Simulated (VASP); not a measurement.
Here is a VASP 6.6.1 calculation.

File INCAR:

```
SYSTEM = MgS
PREC     = Accurate       ! precision mode
ENCUT    = 520            ! plane-wave cutoff, eV
EDIFF    = 1E-7           ! SCF threshold, eV
ISMEAR   = 0              ! smearing method
SIGMA    = 0.02           ! smearing width, eV
LREAL    = .FALSE.        ! projectors in reciprocal space
LASPH    = .TRUE.         ! aspherical terms in the spheres
NELM     = 60             ! most SCF steps
ALGO     = Normal         ! electronic algorithm
ISIF     = 2              ! what is computed and relaxed
LWAVE    = .FALSE.        ! write WAVECAR
LCHARG   = .FALSE.        ! write CHGCAR
GGA      = PE             ! functional
IBRION   = 2              ! ionic algorithm
NSW      = 60             ! ionic steps
EDIFFG   = -0.008         ! ionic threshold
```

KPOINTS

```
Automatic mesh
0
G
  6 6 4
  0 0 0
```

The input POSCAR:

```
MgS
1.0
    2.8486069961      2.8486069961      0.0000000000
   -2.8486069961      2.8486069961      0.0000000000
    0.3625684783      0.3625684783      5.6972139921
Mg S
2 2
Direct
    0.0077867201      0.0000000000     -0.0004543039
    0.5077867201      0.5000000000      0.4995456961
    0.4922132799      0.0000000000      0.2504543039
   -0.0077867201      0.5000000000      0.7504543039
```

Potentials or basis: VASP PAW PBE potentials, release 64 (Mg, S).

Run with:

```sh
$ cat potpaw_PBE.64/Mg/POTCAR potpaw_PBE.64/S/POTCAR > POTCAR
$ mpirun -np 1 vasp_std > vasp.out
```

Problem. Estimate the energy gained by relaxing.

Solution. 1.3 meV/atom.

Problem. Predict the band gap on the k mesh.

Solution. 3.01 eV.

Forces on the atoms (eV/Å):
```
Mg   0.002  0.002  0.004
Mg   0.002  0.002  0.004
S   -0.002 -0.002 -0.004
S   -0.002 -0.002 -0.004
```

Caveat: the cell differs from its parent crystal (shear of c along a, cell held: +9.0 %).
